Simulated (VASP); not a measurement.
# Ag (Fm-3m) in VASP: a series of runs

Runs on Ag. Level: PBE. Tasks: single point.

Program: VASP 6.6.1. These are calculated values, not measurements. Logs are shortened: lines on timing, memory, paths and dates and some standing lists are left out, and cuts for length are marked.

## (1) The cell of the first run

It takes space group Fm-3m (No. 225, cubic). The conventional cell has a = 3.886 Å, b = 3.886 Å, c = 3.886 Å, α = 90.00°, β = 90.00°, γ = 90.00°. Ag (site symmetry m-3m) has 12 Ag at 2.75 Å within 3.6 Å.

## (2) Single point, PBE (volume scaled by 0.822, to set the pressure)

File INCAR:

```
  PREC = Accurate
  ENCUT = 520
  EDIFF = 1E-6
  ISMEAR = -1
  SIGMA = 0.08
  LREAL = F
  LASPH = T
  NELM = 80
  ALGO = Normal
  ISIF = 2
  LWAVE = F
  LCHARG = T
  GGA = PE
  LELF = T
  LVHAR = T
  NBANDS = 12
```

File KPOINTS:

```
regular mesh
0
Gamma
  17 17 17
```

File POSCAR:

```
Ag
1.0
    0.0000000000      1.9428775408      1.9428775408
    1.9428775408      0.0000000000      1.9428775408
    1.9428775408      1.9428775408      0.0000000000
Ag
1
Direct
    0.0000000000      0.0000000000      0.0000000000
```

Potentials or basis: VASP PAW PBE potentials, release 64 (Ag).

Run with:

```console
$ cat potpaw_PBE.64/Ag/POTCAR > POTCAR
$ mpirun -np 1 vasp_std > vasp.out
```

OUTCAR:

```text
PREC = Accurate
   ENCUT = 520
   EDIFF = 1E-6
   ISMEAR = -1
   LREAL = F
   LASPH = T
   NELM = 80
   ISIF = 2
   GGA = PE

 ion  position               nearest neighbor table
   1  0.000  0.000  0.000-

  LATTYP: Found a face centered cubic cell.
 ALAT       =     3.8857550816

  Lattice vectors:

 A1 = (   0.0000000000,   1.9428775408,   1.9428775408)
 A2 = (   1.9428775408,   0.0000000000,   1.9428775408)
 A3 = (   1.9428775408,   1.9428775408,   0.0000000000)

Analysis of symmetry for initial positions (statically):
=====================================================================
 Subroutine PRICEL returns:
 Original cell was already a primitive cell.

 Routine SETGRP: Setting up the symmetry group for a
 face centered cubic supercell.

 Subroutine GETGRP returns: Found 48 space group operations
 (whereof 48 operations were pure point group operations)
 out of a pool of 48 trial point group operations.

The static configuration has the point symmetry O_h .

Analysis of symmetry for dynamics (positions and initial velocities):
=====================================================================
 Subroutine PRICEL returns:
 Original cell was already a primitive cell.

 Routine SETGRP: Setting up the symmetry group for a
 face centered cubic supercell.

 Subroutine GETGRP returns: Found 48 space group operations
 (whereof 48 operations were pure point group operations)
 out of a pool of 48 trial point group operations.

The dynamic configuration has the point symmetry O_h .

 Subroutine INISYM returns: Found 48 space group operations
 (whereof 48 operations are pure point group operations),
 and found     1 'primitive' translations

----------------------------------------------------------------------------------------

                                     Primitive cell

  volume of cell :      14.6678

  direct lattice vectors                    reciprocal lattice vectors
     0.000000000  1.942877541  1.942877541    -0.257350239  0.257350239  0.257350239
     1.942877541  0.000000000  1.942877541     0.257350239 -0.257350239  0.257350239
     1.942877541  1.942877541  0.000000000     0.257350239  0.257350239 -0.257350239

  length of vectors
     2.747643768  2.747643768  2.747643768     0.445743690  0.445743690  0.445743690

  position of ions in fractional coordinates (direct lattice)
     0.000000000  0.000000000  0.000000000

  ion indices of the primitive-cell ions
   primitive index   ion index
                 1           1

[... 79 lines left out ...]
   POTIM  = 0.5000    time-step for ionic-motion
   TEBEG  =    0.0;   TEEND  =   0.0 temperature during run
   PSTRESS=    0.0 pullay stress
   NELECT =      11.0000    total number of electrons
   NUPDOWN=      -1.0000    fix difference up-down
   EMIN   =  10.00;   EMAX   =-10.00  energy-range for DOS
   EFERMI =   0.00;   METHOD = LEGACY
   ISMEAR =    -1;   SIGMA  =   0.08  broadening in eV -4-tet -1-fermi 0-gaus
   EFERMI_NEDOS =   21; number of points for ismear=-14 and -15
   IALGO  =     38    algorithm
   IMIX   =      4    mixing-type and parameters
     AMIX     =   0.40;   BMIX     =  1.00
     AMIX_MAG =   1.60;   BMIX_MAG =  1.00
  volume/ion in A,a.u.               =      14.67        98.98
  Fermi-wavevector in a.u.,A,eV,Ry     =   1.487363  2.810708 30.099470  2.212249
  Thomas-Fermi vector in A             =   2.600533
   LORBIT       =      0    0 simple, 1 ext, 2 COOP (PROOUT), +10 PAW based schemes
   GGA     = PE    functional components
   LHFCALC =     F    Hartree Fock is set to
   AEXX    =    0.0000 exact exchange contribution
   IVDW    =     0    specifies the selected vdW correction
   LEPSILON=     F    determine dielectric tensor
   LRPA    =     F    only Hartree local field effects (RPA)
 non-spin polarized calculation
  energy-cutoff  :      520.00
  volume of cell :       14.67
 maximum number of plane-waves:       411
   NGX = 11   NGY = 11   NGZ = 11

 number of electron      11.0000003 magnetization

 Free energy of the ion-electron system (eV)
  ---------------------------------------------------
  ext. energy  EPLUGINS =         0.00000000
  ---------------------------------------------------
  free energy    TOTEN  =        -2.47253022 eV

  energy without entropy =       -2.46664224  energy(sigma->0) =       -2.46958623

 E-fermi :  10.8645     XC(G=0): -13.1345

 val. band max:       10.7695201193   @ k =  -0.4706   0.1176   0.0588
 cond. band min:      10.9127313933   @ k =  -0.3529   0.1765   0.0000
 fundamental gap:      0.1432112740
 Fermi energy:        10.8645420256

 k-point     1 :       0.0000    0.0000    0.0000
  band No.  band energies     occupation
      1       1.7639      2.00000
      2       5.2822      2.00000
      3       5.2822      2.00000
      4       5.2822      2.00000
      5       6.6294      2.00000
      6       6.6294      2.00000
      7      26.9722      0.00000
      8      31.4517      0.00000
      9      31.4517      0.00000
     10      31.4517      0.00000
     11      36.6855      0.00000
     12      39.0094      0.00000
[... 331 lines left out ...]
 k-point    24 :      -0.1176    0.0588    0.0000
  band No.  band energies     occupation
      1       2.4990      2.00000
      2       5.0784      2.00000
      3       5.4863      2.00000
      4       5.5199      2.00000
      5       6.4490      2.00000
      6       6.6991      2.00000
      7      26.9798      0.00000
      8      28.1984      0.00000
      9      30.9776      0.00000
     10      32.7433      0.00000
     11      35.1797      0.00000
     12      38.2064      0.00000

 [... further k-points ...]

------------------------ aborting loop because EDIFF is reached ----------------------------------------

  FORCE on cell =-STRESS in cart. coord.  units (eV):
  Direction    XX          YY          ZZ          XY          YZ          ZX
  --------------------------------------------------------------------------------------
  -------------------------------------------------------------------------------------
  Total        2.8138995      2.8138995      2.8138995     -0.0000000     -0.0000000      0.0000000
  in kB      307.3639167    307.3639167    307.3639167     -0.0000000     -0.0000000      0.0000000
  external PRESSURE =     307.3639167 kB  Pullay stress =       0.0000000 kB

 VOLUME and BASIS-vectors are now :
 -----------------------------------------------------------------------------
  energy-cutoff  :      520.00
  volume of cell :       14.67
      direct lattice vectors                 reciprocal lattice vectors
     0.000000000  1.942877541  1.942877541    -0.257350239  0.257350239  0.257350239
     1.942877541  0.000000000  1.942877541     0.257350239 -0.257350239  0.257350239
     1.942877541  1.942877541  0.000000000     0.257350239  0.257350239 -0.257350239

 POSITION                                       TOTAL-FORCE (eV/Angst)
 -----------------------------------------------------------------------------------
      0.00000      0.00000      0.00000         0.000000     -0.000000     -0.000000
 -----------------------------------------------------------------------------------
    total drift:                                0.000000      0.000000      0.000000

  FREE ENERGIE OF THE ION-ELECTRON SYSTEM (eV)
  ---------------------------------------------------
  free  energy   TOTEN  =        -2.4725302152 eV

  energy  without entropy=       -2.4666422447  energy(sigma->0) =       -2.46958623
```

stdout:

```text
POSCAR found type information on POSCAR Ag
 POSCAR found :  1 types and       1 ions
 scaLAPACK will be used
 LDA part: xc-table for (Slater+PW92), standard interpolation
 POSCAR, INCAR and KPOINTS ok, starting setup
 FFT: planning ... GRIDC
 FFT: planning ... GRID_SOFT
 FFT: planning ... GRID
 WAVECAR not read
 entering main loop
```

Run time: 9.3 s. Hardware: 1 thread of Intel Xeon 6975P-C (Granite Rapids), shared host; peak memory 0.14 GiB.

What came out:

* Free energy: -2.4725 eV
* Pressure: 30.7 GPa

Caveat: the cell differs from its parent crystal (volume scaled by 0.822, to set the pressure).

## (3) Single point, PBE

File INCAR:

```
  ALGO = Normal
  EDIFF = 1E-7
  ENCUT = 520
  GGA = PE
  ISIF = 2
  ISMEAR = -1
  LASPH = T
  LCHARG = F
  LREAL = F
  LWAVE = F
  NBANDS = 12
  NELM = 80
  PREC = Accurate
  SIGMA = 0.08
```

File KPOINTS:

```
k-points
0
Gamma
  17 17 17
```

File POSCAR:

```
Ag
1.0
    0.0000000000      1.9433521845      1.9433521845
    1.9433521845      0.0000000000      1.9433521845
    1.9433521845      1.9433521845      0.0000000000
Ag
1
Direct
    0.0000000000      0.0000000000      0.0000000000
```

Potentials or basis: VASP PAW PBE potentials, release 64 (Ag).

Run with:

```console
$ cat potpaw_PBE.64/Ag/POTCAR > POTCAR
$ mpirun -np 1 vasp_std > vasp.out
```

Wall time 9.1 s (1 thread of Intel Xeon 6975P-C (Granite Rapids), shared host); peak memory 0.14 GiB.

It converged, with:

- Free energy: -2.4746 eV
- Pressure: 30.6 GPa

Levels at points of the mesh, in eV from the Fermi level:
```tsv
k point	band 4	band 5	band 6	band 7	band 8	band 9
(0.00, 0.00, 0.00)	-5.58	-4.23	-4.23	16.11	20.58	20.58
```

## (4) Single point, PBE

File INCAR:

```
SYSTEM = Ag
PREC = Accurate
ENCUT = 520
EDIFF = 1E-6
ISMEAR = -1
SIGMA = 0.08
LREAL = .FALSE.
LASPH = .TRUE.
NELM = 60
ALGO = Normal
ISIF = 2
LWAVE = .FALSE.
LCHARG = .FALSE.
GGA = PE
NBANDS = 12
```

File KPOINTS:

```
Automatic mesh
0
G
  17 17 17
  0 0 0
```

File POSCAR:

```
Ag
1.0
    0.0000000000      1.9431888947      1.9431888947
    1.9431888947      0.0000000000      1.9431888947
    1.9431888947      1.9431888947      0.0000000000
Ag
1
Direct
    0.0000000000      0.0000000000      0.0000000000
```

Run with:

```console
$ cat potpaw_PBE.64/Ag/POTCAR > POTCAR
$ mpirun -np 1 vasp_std > vasp.out
```

Run time: 8.9 s. Hardware: 1 thread of Intel Xeon 6975P-C (Granite Rapids), shared host; peak memory 0.14 GiB.

It converged, with:

- Free energy: -2.4739 eV
- Pressure: 30.6 GPa

Levels at points of the mesh, in eV from the Fermi level:
| k point | band 2 | band 3 | band 4 | band 5 | band 6 | band 7 | band 8 | band 9 | band 10 | band 11 |
| --- | --- | --- | --- | --- | --- | --- | --- | --- | --- | --- |
| (0.00, 0.00, 0.00) | -5.58 | -5.58 | -5.58 | -4.23 | -4.23 | 16.11 | 20.58 | 20.58 | 20.58 | 25.82 |
